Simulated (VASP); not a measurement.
# CoSi2 (I4/mmm) in VASP: notebook, part 2 of 2

VASP 6.6.1. The steps go on from the part before.

## Step 4: Single point, PBEsol, collinear spin, ferromagnetic start (zz strain of +2 %)

The input, INCAR:

```
SYSTEM = CoSi2
ALGO = Normal
EDIFF = 1E-7
ENCUT = 520
GGA = PS
ISIF = 2
ISMEAR = -1
ISPIN = 2
LASPH = .TRUE.
LCHARG = .TRUE.
LELF = .TRUE.
LMAXMIX = 4
LORBIT = 11
LREAL = .FALSE.
LVHAR = .TRUE.
LWAVE = .FALSE.
MAGMOM = 2 0 0
NBANDS = 20
NELM = 150
PREC = Accurate
SIGMA = 0.05
```

The input, KPOINTS:

```
k-points
0
G
  11 11 11
  0 0 0
```

The input, POSCAR:

```
CoSi2
1.0
    0.0000000000      2.6825000000      2.7361500000
    2.6825000000      0.0000000000      2.7361500000
    2.6825000000      2.6825000000      0.0000000000
Co Si
1 2
Direct
    0.0000000000      0.0000000000      0.0000000000
    0.2500000000      0.2500000000      0.2500000000
    0.7500000000      0.7500000000      0.7500000000
```

Potentials or basis: VASP PAW PBE potentials, release 64 (Co, Si).

On the command line:

```bash
$ cat potpaw_PBE.64/Co/POTCAR potpaw_PBE.64/Si/POTCAR > POTCAR
$ mpirun -np 1 vasp_std > vasp.out
```

OUTCAR:

```text
SYSTEM = CoSi2
   EDIFF = 1E-7
   ENCUT = 520
   GGA = PS
   ISIF = 2
   ISMEAR = -1
   ISPIN = 2
   LASPH = .TRUE.
   LORBIT = 11
   LREAL = .FALSE.
   NELM = 150
   PREC = Accurate

 ion  position               nearest neighbor table
   1  0.000  0.000  0.000-   3 2.34   3 2.34   3 2.34   2 2.34   2 2.34   2 2.34   3 2.34   2 2.34

   2  0.250  0.250  0.250-   1 2.34   1 2.34   1 2.34   1 2.34   3 2.68   3 2.68   3 2.68   3 2.68
                             3 2.74   3 2.74
   3  0.750  0.750  0.750-   1 2.34   1 2.34   1 2.34   1 2.34   2 2.68   2 2.68   2 2.68   2 2.68
                             2 2.74   2 2.74

  LATTYP: Found a body centered tetragonal cell.
 ALAT       =     3.7936278811
 C/A-ratio  =     1.4424978336

  Lattice vectors:

 A1 = (  -2.6825000000,   0.0000000000,   2.7361500000)
 A2 = (   2.6825000000,   0.0000000000,   2.7361500000)
 A3 = (   0.0000000000,   2.6825000000,  -2.7361500000)

Analysis of symmetry for initial positions (statically):
=====================================================================
 Subroutine PRICEL returns:
 Original cell was already a primitive cell.

 Routine SETGRP: Setting up the symmetry group for a
 body centered tetragonal supercell.

 Subroutine GETGRP returns: Found 16 space group operations
 (whereof 16 operations were pure point group operations)
 out of a pool of 16 trial point group operations.

The static configuration has the point symmetry D_4h.

Analysis of symmetry for dynamics (positions and initial velocities):
=====================================================================
 Subroutine PRICEL returns:
 Original cell was already a primitive cell.

 Routine SETGRP: Setting up the symmetry group for a
 body centered tetragonal supercell.

 Subroutine GETGRP returns: Found 16 space group operations
 (whereof 16 operations were pure point group operations)
 out of a pool of 16 trial point group operations.

The dynamic configuration has the point symmetry D_4h.

Analysis of structural, dynamic, and magnetic symmetry:
=====================================================================
 Subroutine PRICEL returns:
 Original cell was already a primitive cell.

 Routine SETGRP: Setting up the symmetry group for a
 body centered tetragonal supercell.

 Subroutine GETGRP returns: Found 16 space group operations
 (whereof 16 operations were pure point group operations)
 out of a pool of 16 trial point group operations.

The overall configuration has the point symmetry D_4h.

 Subroutine INISYM returns: Found 16 space group operations
 (whereof 16 operations are pure point group operations),
 and found     1 'primitive' translations

----------------------------------------------------------------------------------------

                                     Primitive cell

  volume of cell :      39.3776

  direct lattice vectors                    reciprocal lattice vectors
     0.000000000  2.682500000  2.736150000    -0.186393290  0.186393290  0.182738519
     2.682500000  0.000000000  2.736150000     0.186393290 -0.186393290  0.182738519
     2.682500000  2.682500000  0.000000000     0.186393290  0.186393290 -0.182738519

  length of vectors
     3.831751959  3.831751959  3.793627881     0.320746447  0.320746447  0.320746447

  position of ions in fractional coordinates (direct lattice)
     0.000000000  0.000000000  0.000000000
[... 72 lines left out ...]
   ISTART =      0    job   : 0-new  1-cont  2-samecut
   ICHARG =      2    charge: 1-file 2-atom 10-const
   ISPIN  =      2    spin polarized calculation?
   LNONCOLLINEAR =      F non collinear calculations
   LSORBIT =      F    spin-orbit coupling
   LASPH  =      T    aspherical Exc in radial PAW
   ENCUT  =  520.0 eV  38.22 Ry    6.18 a.u.   7.12  7.12  7.05*2*pi/ulx,y,z
   NELM   =    150;   NELMIN=  2; NELMDL= -5     # of ELM steps
   EDIFF  = 0.1E-06   stopping-criterion for ELM
   LREAL  =      F    real-space projection
   EDIFFG = 0.1E-05   stopping-criterion for IOM
   NSW    =      0    number of steps for IOM
   IBRION =     -1    ionic relax: 0-MD 1-quasi-New 2-CG
   NFREE  =      0    steps in history (QN), initial steepest desc. (CG)
   ISIF   =      2    stress and relaxation
   ISYM   =      2    0-nonsym 1-usesym 2-fastsym
   POTIM  = 0.5000    time-step for ionic-motion
   TEBEG  =    0.0;   TEEND  =   0.0 temperature during run
   PSTRESS=    0.0 pullay stress
   NELECT =      17.0000    total number of electrons
   NUPDOWN=      -1.0000    fix difference up-down
   EMIN   =  10.00;   EMAX   =-10.00  energy-range for DOS
   EFERMI =   0.00;   METHOD = LEGACY
   ISMEAR =    -1;   SIGMA  =   0.05  broadening in eV -4-tet -1-fermi 0-gaus
   EFERMI_NEDOS =   21; number of points for ismear=-14 and -15
   IALGO  =     38    algorithm
   IMIX   =      4    mixing-type and parameters
     AMIX     =   0.40;   BMIX     =  1.00
     AMIX_MAG =   1.60;   BMIX_MAG =  1.00
  volume/ion in A,a.u.               =      13.13        88.58
  Fermi-wavevector in a.u.,A,eV,Ry     =   1.237299  2.338156 20.829281  1.530909
  Thomas-Fermi vector in A             =   2.371872
   LORBIT       =     11    0 simple, 1 ext, 2 COOP (PROOUT), +10 PAW based schemes
   GGA     = PS    functional components
   LHFCALC =     F    Hartree Fock is set to
   AEXX    =    0.0000 exact exchange contribution
   IVDW    =     0    specifies the selected vdW correction
   LEPSILON=     F    determine dielectric tensor
   LRPA    =     F    only Hartree local field effects (RPA)
 spin polarized calculation
  energy-cutoff  :      520.00
  volume of cell :       39.38
 maximum number of plane-waves:      1079
   NGX = 15   NGY = 15   NGZ = 15

 number of electron      16.9999993 magnetization       0.0001078

 number of electron      16.9999993 magnetization      -0.0003570

 Free energy of the ion-electron system (eV)
  ---------------------------------------------------
  ext. energy  EPLUGINS =         0.00000000
  ---------------------------------------------------
  free energy    TOTEN  =       -20.93225503 eV

  energy without entropy =      -20.92356241  energy(sigma->0) =      -20.92790872

 E-fermi :   9.6605     XC(G=0): -11.7427

 val. band max:        9.6455460344   @ k =   0.2727   0.1818   0.0000
 cond. band min:       9.6702976213   @ k =  -0.0909   0.1818   0.0909
 fundamental gap:      0.0247515869
 Fermi energy:         9.6605024736

 spin component 1

 k-point     1 :       0.0000    0.0000    0.0000
  band No.  band energies     occupation
      1      -3.2643      1.00000
      2       5.6635      1.00000
      3       5.6635      1.00000
      4       5.7590      1.00000
      5       7.7961      1.00000
      6       7.8859      1.00000
[... 541 lines left out ...]
     19      23.9072      0.00000
     20      25.5907      0.00000

 [... further k-points ...]

 spin component 2

 k-point     1 :       0.0000    0.0000    0.0000
  band No.  band energies     occupation
      1      -3.2643      1.00000
      2       5.6635      1.00000
      3       5.6635      1.00000
      4       5.7590      1.00000
      5       7.7959      1.00000
      6       7.8857      1.00000
[... 541 lines left out ...]
     19      23.9073      0.00000
     20      25.5905      0.00000

 [... further k-points ...]
[... 5 lines left out ...]
  --------------------------------------------------------------------------------------
  -------------------------------------------------------------------------------------
  Total       -1.9465958     -1.9465958     -2.3800726      0.0000000     -0.0000000      0.0000000
  in kB      -79.2021551    -79.2021551    -96.8392528      0.0000000     -0.0000000      0.0000000
  external PRESSURE =     -85.0811877 kB  Pullay stress =       0.0000000 kB

 VOLUME and BASIS-vectors are now :
 -----------------------------------------------------------------------------
  energy-cutoff  :      520.00
  volume of cell :       39.38
      direct lattice vectors                 reciprocal lattice vectors
     0.000000000  2.682500000  2.736150000    -0.186393290  0.186393290  0.182738519
     2.682500000  0.000000000  2.736150000     0.186393290 -0.186393290  0.182738519
     2.682500000  2.682500000  0.000000000     0.186393290  0.186393290 -0.182738519

 POSITION                                       TOTAL-FORCE (eV/Angst)
 -----------------------------------------------------------------------------------
      0.00000      0.00000      0.00000         0.000000      0.000000      0.000000
      1.34125      1.34125      1.36807        -0.000000     -0.000000     -0.000000
      4.02375      4.02375      4.10422         0.000000      0.000000      0.000000
 -----------------------------------------------------------------------------------
    total drift:                               -0.000000     -0.000000      0.000000

  FREE ENERGIE OF THE ION-ELECTRON SYSTEM (eV)
  ---------------------------------------------------
  free  energy   TOTEN  =       -20.9322550293 eV

  energy  without entropy=      -20.9235624110  energy(sigma->0) =      -20.92790872

 total charge

# of ion       s       p       d       tot
------------------------------------------
    1        0.530   0.693   7.576   8.798
    2        0.718   0.855   0.000   1.573
    3        0.718   0.855   0.000   1.573
--------------------------------------------------
tot          1.965   2.402   7.576  11.943

 magnetization (x)

# of ion       s       p       d       tot
------------------------------------------
    1       -0.000  -0.000  -0.000  -0.000
    2        0.000   0.000   0.000   0.000
    3        0.000   0.000   0.000   0.000
--------------------------------------------------
tot         -0.000   0.000  -0.000  -0.000
```

stdout:

```text
POSCAR found type information on POSCAR CoSi
 POSCAR found :  2 types and       3 ions
 scaLAPACK will be used
 -----------------------------------------------------------------------------
|                                                                             |
|                                                                             |
|     You enforced a specific xc type in the INCAR file but a different       |
|     I HOPE YOU KNOW WHAT YOU ARE DOING!                                     |
|                                                                             |
 -----------------------------------------------------------------------------

 LDA part: xc-table for (Slater+PW92), standard interpolation
 POSCAR, INCAR and KPOINTS ok, starting setup
 FFT: planning ... GRIDC
 FFT: planning ... GRID_SOFT
 FFT: planning ... GRID
 WAVECAR not read
 entering main loop
```

Run time: 5.8 min. Hardware: 1 thread of AMD EPYC 7R13, shared host; peak memory 0.25 GiB.

What came out:

| Quantity | Value |
| --- | --- |
| Free energy | -20.9323 eV |
| Pressure | -8.5 GPa |
| Net moment | 0.00 μB per cell |
| Valence electrons inside the program's atomic spheres | Co 8.80; Si 1.57 |

Stress tensor (GPa, compression positive):
```
-7.92  0.00  0.00
 0.00 -7.92  0.00
 0.00  0.00 -9.68
```

Levels at points of the mesh, in eV from the Fermi level:
Spin up:
| k point | band 5 | band 6 | band 7 | band 8 | band 9 | band 10 | band 11 | band 12 | band 13 | band 14 |
| --- | --- | --- | --- | --- | --- | --- | --- | --- | --- | --- |
| (0.00, 0.00, 0.00) | -1.86 | -1.77 | 0.56 | 3.25 | 3.25 | 3.27 | 3.50 | 3.50 | 3.51 | 5.13 |
Spin down:
```csv
k point,band 6,band 7,band 8,band 9,band 10,band 11,band 12,band 13
"(0.00, 0.00, 0.00)",-1.77,0.56,3.25,3.25,3.27,3.50,3.50,3.51
```

Caveat: the cell differs from its parent crystal (zz strain of +2 %); the starting moments collapsed, and a magnetic state may lie lower; the PAW data sets were made with another functional, which shifts forces and pressure a little.
